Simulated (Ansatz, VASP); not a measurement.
# Mo: VASP beside Ansatz

The input INCAR:

```
SYSTEM = Mo
  PREC = Accurate
  ENCUT = 520
  EDIFF = 1E-6
  ISMEAR = 0
  SIGMA = 0.15
  LREAL = .False.
  LASPH = .True.
  NELM = 60
  ALGO = Fast
  ISIF = 2
  LWAVE = .False.
  LCHARG = .True.
  GGA = PS
  LELF = .True.
  LVHAR = .True.
  NBANDS = 13
```

KPOINTS

```
Automatic mesh
0
Gamma
  22 22 22
  0 0 0
```

POSCAR

```
Mo
1.0
   -1.6338400000      1.6338400000      1.5710000000
    1.6338400000     -1.6338400000      1.5710000000
    1.6338400000      1.6338400000     -1.5710000000
Mo
1
Direct
    0.0000000000      0.0000000000      0.0000000000
```

Input for Ansatz:

```yaml
crystal:
  lattice:
    - [-1.63384, 1.63384, 1.571]
    - [1.63384, -1.63384, 1.571]
    - [1.63384, 1.63384, -1.571]
  atoms:
    - { symbol: Mo, position: [0.0, 0.0, 0.0] }
basis:
  ecutwfc: 420
kpoints:
  mp_grid: { grid: [22, 22, 22] }
hamiltonian:
  xc: pbesol
scf:
  occupations: { method: gaussian, width: 0.15 }
output:
  forces: true
  stress: true
  eigenvalues: true
```

Change from the starting cell: strain +0.040 along x and y, +0.000 along z, atoms carried along.

Alike in both runs: task single point; functional PBEsol; k mesh 22 × 22 × 22; occupations gaussian, width 0.15 eV; no spin polarisation.

|  | VASP | Ansatz |
| --- | --- | --- |
| version | VASP 6.6.1 | Ansatz 0.2.0 |
| potentials or method | VASP PAW PBE potentials, release 64 (Mo_sv), cutoff 520 eV | scalar-relativistic, plane waves, PAW |
| valence electrons in the cell | 14 | 14 |

```tsv
	VASP	Ansatz	Ansatz less VASP
gap on the k mesh at the Fermi level (eV)	none	none	-
pressure (GPa)	-20.2	-20.7	-0.42
traceless stress, the component that is largest in VASP (GPa)	6.85	6.86	+0.003
```

VASP's potentials were made for PBE, not for PBEsol. A gap of «none» marks a metal or a gap that the smearing closes.
